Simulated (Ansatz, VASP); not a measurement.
## TePb: VASP beside Ansatz

INCAR

```
SYSTEM = TePb
PREC = Accurate
ENCUT = 520
EDIFF = 1E-6
ISMEAR = 0
SIGMA = 0.01
LREAL = .False.
LASPH = .True.
NELM = 80
ALGO = Normal
ISIF = 2
LWAVE = .False.
LCHARG = .False.
GGA = PS
IVDW = 13
NBANDS = 17
```

KPOINTS

```
regular mesh
0
Gamma
  4 4 4
  0 0 0
```

The input POSCAR:

```
TePb
1.0
    0.0000000000      3.2310000000      3.2310000000
    3.2310000000      0.0000000000      3.2310000000
    3.2310000000      3.2310000000      0.0000000000
Te Pb
1 1
Direct
    0.4997200000      0.4788200000      0.4975200000
    1.0020650170      0.0005049830      0.0039950170
```

Input for Ansatz:

```yaml
crystal:
  lattice:
    - [0.0, 3.231, 3.231]
    - [3.231, 0.0, 3.231]
    - [3.231, 3.231, 0.0]
  atoms:
    - { symbol: Te, position: [0.49972, 0.47882, 0.49752] }
    - { symbol: Pb, position: [1.0020650170225935, 0.0005049829774063752, 0.003995017022593625] }
basis:
  ecutwfc: 540.0
  xc_grid: 2
kpoints:
  mp_grid:
    grid: [4, 4, 4]
hamiltonian:
  xc: pbesol
  dispersion: d4
scf:
  convergence:
    dr2_threshold: 1.0e-09
  occupations:
    method: fixed
output:
  forces: true
  stress: true
```

Alike in both runs: task single point; functional PBEsol; dispersion D4; k mesh 4 × 4 × 4; no spin polarisation.

|  | VASP | Ansatz |
| --- | --- | --- |
| version | VASP 6.6.1 | Ansatz 0.2.0 |
| potentials or method | VASP PAW PBE potentials, release 64 (Te, Pb_d), cutoff 520 eV | plane waves, PAW |
| occupations | gaussian, width 0.01 eV | fixed |
| valence electrons in the cell | 20 | 30 |

```csv
,VASP,Ansatz,Ansatz less VASP
pressure (GPa),-1.4,-1.3,+0.02
"traceless stress, the component that is largest in VASP (GPa)",-0.17,-0.17,+0.001
rms of the force components (eV/Å),0.012,0.012,+0.0005
```

VASP's potentials were made for PBE, not for PBEsol. Atom by atom the forces differ by 0.000 eV/Å (rms over components). VASP's potentials hold 20 valence electrons a cell and Ansatz's 30, so a difference there can come from the potentials and not from the codes. Ansatz's warnings: stress scf threshold loose.

The k mesh is coarse, so the values compare programs but aren't converged. Spin-orbit coupling is off throughout.
